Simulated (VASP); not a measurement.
# In (Pm-3m) in VASP: notebook

Runs on In. Level: LDA. Tasks: single point.

All numbers are computed with VASP 6.6.1; they aren't measurements. Logs are shortened: lines on timing, memory, paths and dates and some standing lists are left out, and cuts for length are marked.

### 1 The cell of the first run

Symmetry: Pm-3m, No. 221, cubic system. The conventional cell has a = 2.890 Å, b = 2.890 Å, c = 2.890 Å, α = 90.00°, β = 90.00°, γ = 90.00°. Within 3.8 Å of In (site symmetry m-3m) lie 6 In at 2.89 Å.

### 2 Single point, LDA (volume scaled by 0.92)

Contents of INCAR:

```
ALGO = Normal
EDIFF = 1E-6
ENCUT = 520
GGA = CA
ISIF = 2
ISMEAR = -1
LASPH = T
LCHARG = F
LREAL = F
LWAVE = F
NBANDS = 12
NELM = 60
PREC = Accurate
SIGMA = 0.1
```

Contents of KPOINTS:

```
k-points
0
Gamma
  12 12 12
```

Contents of POSCAR:

```
In
1.0
    2.8900424476      0.0000000000      0.0000000000
    0.0000000000      2.8900424476      0.0000000000
    0.0000000000      0.0000000000      2.8900424476
In
1
Direct
    0.0000000000      0.0000000000      0.0000000000
```

Potentials or basis: VASP PAW LDA potentials, release 64 (In_d).

Launch:

```bash
cat potpaw_LDA.64/In_d/POTCAR > POTCAR
mpirun -np 1 vasp_std > vasp.out
```

OUTCAR:

```text
EDIFF = 1E-6
   ENCUT = 520
   GGA = CA
   ISIF = 2
   ISMEAR = -1
   LASPH = T
   LREAL = F
   NELM = 60
   PREC = Accurate

 ion  position               nearest neighbor table
   1  0.000  0.000  0.000-

  LATTYP: Found a simple cubic cell.
 ALAT       =     2.8900424476

  Lattice vectors:

 A1 = (   2.8900424476,   0.0000000000,   0.0000000000)
 A2 = (   0.0000000000,   2.8900424476,   0.0000000000)
 A3 = (   0.0000000000,   0.0000000000,   2.8900424476)

Analysis of symmetry for initial positions (statically):
=====================================================================
 Subroutine PRICEL returns:
 Original cell was already a primitive cell.

 Routine SETGRP: Setting up the symmetry group for a
 simple cubic supercell.

 Subroutine GETGRP returns: Found 48 space group operations
 (whereof 48 operations were pure point group operations)
 out of a pool of 48 trial point group operations.

The static configuration has the point symmetry O_h .

Analysis of symmetry for dynamics (positions and initial velocities):
=====================================================================
 Subroutine PRICEL returns:
 Original cell was already a primitive cell.

 Routine SETGRP: Setting up the symmetry group for a
 simple cubic supercell.

 Subroutine GETGRP returns: Found 48 space group operations
 (whereof 48 operations were pure point group operations)
 out of a pool of 48 trial point group operations.

The dynamic configuration has the point symmetry O_h .

 Subroutine INISYM returns: Found 48 space group operations
 (whereof 48 operations are pure point group operations),
 and found     1 'primitive' translations

----------------------------------------------------------------------------------------

                                     Primitive cell

  volume of cell :      24.1386

  direct lattice vectors                    reciprocal lattice vectors
     2.890042448  0.000000000  0.000000000     0.346015679  0.000000000  0.000000000
     0.000000000  2.890042448  0.000000000     0.000000000  0.346015679  0.000000000
     0.000000000  0.000000000  2.890042448     0.000000000  0.000000000  0.346015679

  length of vectors
     2.890042448  2.890042448  2.890042448     0.346015679  0.346015679  0.346015679

  position of ions in fractional coordinates (direct lattice)
     0.000000000  0.000000000  0.000000000

  ion indices of the primitive-cell ions
   primitive index   ion index
                 1           1

----------------------------------------------------------------------------------------

 KPOINTS: k-points

Automatic generation of k-mesh.
 Grid dimensions read from file:
 generate k-points for:   12   12   12

 Generating k-lattice:

  Cartesian coordinates                     Fractional coordinates (reciprocal lattice)
     0.028834640  0.000000000  0.000000000     0.083333333  0.000000000  0.000000000
     0.000000000  0.028834640  0.000000000     0.000000000  0.083333333  0.000000000
     0.000000000  0.000000000  0.028834640     0.000000000  0.000000000  0.083333333

  Length of vectors
     0.028834640  0.028834640  0.028834640

  Shift w.r.t. Gamma in fractional coordinates (k-lattice)
     0.000000000  0.000000000  0.000000000

 Subroutine IBZKPT returns following result:
 ===========================================

 Found     84 irreducible k-points:

 Following reciprocal coordinates:
            Coordinates               Weight
  0.000000  0.000000  0.000000      1.000000
  0.083333  0.000000  0.000000      6.000000
  0.166667  0.000000  0.000000      6.000000
  0.250000  0.000000  0.000000      6.000000
  0.333333  0.000000  0.000000      6.000000
  0.416667  0.000000  0.000000      6.000000
[... 16 lines left out ...]
  0.333333  0.333333  0.000000     12.000000
  0.416667  0.333333  0.000000     24.000000
 [... further k-points ...]
   k-points           NKPTS =     84   k-points in BZ     NKDIM =     84   number of bands    NBANDS=     12
   number of dos      NEDOS =    301   number of ions     NIONS =      1
   total plane-waves  NPLWV =  13824
   dimension x,y,z NGX =    24 NGY =   24 NGZ =   24
   dimension x,y,z NGXF=    48 NGYF=   48 NGZF=   48
   ions per type =               1
   NGX,Y,Z   is equivalent  to a cutoff of  13.81, 13.81, 13.81 a.u.
   NGXF,Y,Z  is equivalent  to a cutoff of  27.61, 27.61, 27.61 a.u.
 SYSTEM =  unknown system
   PREC   = accura    normal or accurate (medium, high low for compatibility)
   ISTART =      0    job   : 0-new  1-cont  2-samecut
   ICHARG =      2    charge: 1-file 2-atom 10-const
   ISPIN  =      1    spin polarized calculation?
   LNONCOLLINEAR =      F non collinear calculations
   LSORBIT =      F    spin-orbit coupling
   LASPH  =      T    aspherical Exc in radial PAW
   ENCUT  =  520.0 eV  38.22 Ry    6.18 a.u.   5.37  5.37  5.37*2*pi/ulx,y,z
   NELM   =     60;   NELMIN=  2; NELMDL= -5     # of ELM steps
   EDIFF  = 0.1E-05   stopping-criterion for ELM
   LREAL  =      F    real-space projection
   EDIFFG = 0.1E-04   stopping-criterion for IOM
   NSW    =      0    number of steps for IOM
   IBRION =     -1    ionic relax: 0-MD 1-quasi-New 2-CG
   NFREE  =      0    steps in history (QN), initial steepest desc. (CG)
   ISIF   =      2    stress and relaxation
   ISYM   =      2    0-nonsym 1-usesym 2-fastsym
   POTIM  = 0.5000    time-step for ionic-motion
   TEBEG  =    0.0;   TEEND  =   0.0 temperature during run
   PSTRESS=    0.0 pullay stress
   NELECT =      13.0000    total number of electrons
   NUPDOWN=      -1.0000    fix difference up-down
   EMIN   =  10.00;   EMAX   =-10.00  energy-range for DOS
   EFERMI =   0.00;   METHOD = LEGACY
   ISMEAR =    -1;   SIGMA  =   0.10  broadening in eV -4-tet -1-fermi 0-gaus
   EFERMI_NEDOS =   21; number of points for ismear=-14 and -15
   IALGO  =     38    algorithm
   IMIX   =      4    mixing-type and parameters
     AMIX     =   0.40;   BMIX     =  1.00
     AMIX_MAG =   1.60;   BMIX_MAG =  1.00
  volume/ion in A,a.u.               =      24.14       162.90
  Fermi-wavevector in a.u.,A,eV,Ry     =   1.331941  2.517004 24.137653  1.774067
  Thomas-Fermi vector in A             =   2.460914
   LORBIT       =      0    0 simple, 1 ext, 2 COOP (PROOUT), +10 PAW based schemes
   GGA     = CA    functional components
   LHFCALC =     F    Hartree Fock is set to
   AEXX    =    0.0000 exact exchange contribution
   IVDW    =     0    specifies the selected vdW correction
   LEPSILON=     F    determine dielectric tensor
   LRPA    =     F    only Hartree local field effects (RPA)
 non-spin polarized calculation
  energy-cutoff  :      520.00
  volume of cell :       24.14
 maximum number of plane-waves:       672
 NGX is ok and might be reduce to    24
   NGX = 11   NGY = 11   NGZ = 11

 number of electron      12.9999997 magnetization

 Free energy of the ion-electron system (eV)
  ---------------------------------------------------
  ext. energy  EPLUGINS =         0.00000000
  ---------------------------------------------------
  free energy    TOTEN  =        -3.11879033 eV

  energy without entropy =       -3.10471075  energy(sigma->0) =       -3.11175054

 E-fermi :   7.9227     XC(G=0): -10.8327

 val. band max:        7.8677358095   @ k =   0.3333   0.1667   0.0833
 cond. band min:       7.9753136346   @ k =   0.5000   0.4167   0.2500
 fundamental gap:      0.1075778251
 Fermi energy:         7.9227294825

 k-point     1 :       0.0000    0.0000    0.0000
  band No.  band energies     occupation
      1      -7.3015      2.00000
      2      -7.3015      2.00000
      3      -6.2137      2.00000
      4      -6.2137      2.00000
      5      -6.2137      2.00000
      6      -2.1575      2.00000
      7      16.0354      0.00000
      8      16.0354      0.00000
      9      16.0354      0.00000
     10      19.6800      0.00000
     11      19.6800      0.00000
     12      21.2100      0.00000

 k-point     2 :       0.0833    0.0000    0.0000
  band No.  band energies     occupation
      1      -7.2965      2.00000
      2      -7.2529      2.00000
      3      -6.2348      2.00000
      4      -6.2348      2.00000
      5      -6.2120      2.00000
      6      -2.0233      2.00000
      7      14.4923      0.00000
      8      16.1975      0.00000
      9      16.1975      0.00000
     10      19.7372      0.00000
     11      20.4268      0.00000
     12      22.2248      0.00000

 k-point     3 :       0.1667    0.0000    0.0000
  band No.  band energies     occupation
      1      -7.2826      2.00000
      2      -7.1218      2.00000
      3      -6.2919      2.00000
      4      -6.2919      2.00000
      5      -6.2072      2.00000
      6      -1.6147      2.00000
      7      12.0009      0.00000
      8      16.6706      0.00000
      9      16.6706      0.00000
     10      19.9092      0.00000
     11      20.7690      0.00000
     12      25.0162      0.00000

 k-point     4 :       0.2500    0.0000    0.0000
  band No.  band energies     occupation
      1      -7.2636      2.00000
      2      -6.9470      2.00000
      3      -6.3687      2.00000
      4      -6.3687      2.00000
      5      -6.2006      2.00000
      6      -0.9182      2.00000
      7       9.5245      0.00000
      8      17.4129      0.00000
      9      17.4129      0.00000
     10      20.1954      0.00000
     11      21.0358      0.00000
     12      26.4807      0.00000

 k-point     5 :       0.3333    0.0000    0.0000
  band No.  band energies     occupation
      1      -7.2446      2.00000
      2      -6.7778      2.00000
      3      -6.4442      2.00000
      4      -6.4442      2.00000
      5      -6.1940      2.00000
      6       0.0717      2.00000
      7       7.2154      1.99831
      8      18.3409      0.00000
      9      18.3409      0.00000
     10      20.5837      0.00000
     11      21.3311      0.00000
     12      25.1117      0.00000
[... 228 lines left out ...]
      1      -7.0237      2.00000
      2      -6.7531      2.00000
      3      -6.4780      2.00000
      4      -6.3689      2.00000
      5      -6.3359      2.00000
      6       2.4547      2.00000
      7       6.3262      2.00000
      8      12.7308      0.00000
      9      16.6700      0.00000
     10      20.8208      0.00000
     11      22.2214      0.00000
     12      24.9465      0.00000

 k-point    22 :       0.5000    0.2500    0.0000
  band No.  band energies     occupation
      1      -7.0158      2.00000
      2      -6.7792      2.00000
      3      -6.4972      2.00000
      4      -6.3336      2.00000
      5      -6.3192      2.00000
      6       3.3841      2.00000
      7       5.1277      2.00000
      8      13.3454      0.00000
      9      15.8268      0.00000
     10      21.3577      0.00000
     11      22.5018      0.00000
     12      24.5204      0.00000

 k-point    23 :       0.3333    0.3333    0.0000
  band No.  band energies     occupation
      1      -6.9935      2.00000
      2      -6.7925      2.00000
      3      -6.4192      2.00000
      4      -6.4108      2.00000
      5      -6.3212      2.00000
      6       2.1884      2.00000
      7       8.5437      0.00401
      8      10.1102      0.00000
      9      16.3832      0.00000
     10      20.8193      0.00000
     11      22.2605      0.00000
     12      25.4152      0.00000

 k-point    24 :       0.4167    0.3333    0.0000
  band No.  band energies     occupation
      1      -6.9634      2.00000
      2      -6.8720      2.00000
      3      -6.4675      2.00000
      4      -6.4077      2.00000
      5      -6.1786      2.00000
      6       3.3599      2.00000
      7       7.0828      1.99955
      8      10.5042      0.00000
      9      14.7806      0.00000
     10      21.8912      0.00000
     11      22.8553      0.00000
     12      24.8027      0.00000

 [... further k-points ...]

------------------------ aborting loop because EDIFF is reached ----------------------------------------

  FORCE on cell =-STRESS in cart. coord.  units (eV):
  Direction    XX          YY          ZZ          XY          YZ          ZX
  --------------------------------------------------------------------------------------
  -------------------------------------------------------------------------------------
  Total        0.7352901      0.7352901      0.7352901     -0.0000000     -0.0000000     -0.0000000
  in kB       48.8041345     48.8041345     48.8041345     -0.0000000     -0.0000000     -0.0000000
  external PRESSURE =      48.8041345 kB  Pullay stress =       0.0000000 kB

 VOLUME and BASIS-vectors are now :
 -----------------------------------------------------------------------------
  energy-cutoff  :      520.00
  volume of cell :       24.14
      direct lattice vectors                 reciprocal lattice vectors
     2.890042448  0.000000000  0.000000000     0.346015679  0.000000000  0.000000000
     0.000000000  2.890042448  0.000000000     0.000000000  0.346015679  0.000000000
     0.000000000  0.000000000  2.890042448     0.000000000  0.000000000  0.346015679

 POSITION                                       TOTAL-FORCE (eV/Angst)
 -----------------------------------------------------------------------------------
      0.00000      0.00000      0.00000         0.000000      0.000000      0.000000
 -----------------------------------------------------------------------------------
    total drift:                                0.000000     -0.000000      0.000000

  FREE ENERGIE OF THE ION-ELECTRON SYSTEM (eV)
  ---------------------------------------------------
  free  energy   TOTEN  =        -3.1187903288 eV

  energy  without entropy=       -3.1047107545  energy(sigma->0) =       -3.11175054
```

Run time: 13 s. Hardware: 1 thread of Intel Xeon Platinum 8488C (Sapphire Rapids), shared host; peak memory 0.14 GiB.

Results:

```yaml
Free_energy: -3.1188 eV
Pressure: 4.9 GPa
```

Levels at points of the mesh, in eV from the Fermi level:
| k point | band 3 | band 4 | band 5 | band 6 | band 7 | band 8 | band 9 | band 10 |
| --- | --- | --- | --- | --- | --- | --- | --- | --- |
| (0.00, 0.00, 0.00) | -14.14 | -14.14 | -14.14 | -10.08 | 8.11 | 8.11 | 8.11 | 11.76 |
| (0.50, 0.00, 0.00) | -14.44 | -14.44 | -14.11 | -5.60 | -4.04 | 11.80 | 11.80 | 13.32 |
| (0.50, 0.50, 0.00) | -14.40 | -14.40 | -13.84 | -1.00 | -0.83 | -0.83 | 4.16 | 16.35 |
| (0.50, 0.50, 0.50) | -14.85 | -13.82 | -13.82 | 2.38 | 2.38 | 2.38 | 4.58 | 7.61 |

Caveat: spin-orbit coupling is left out, which moves the levels of the heavy elements.

(Continued in part 2 of 2.)
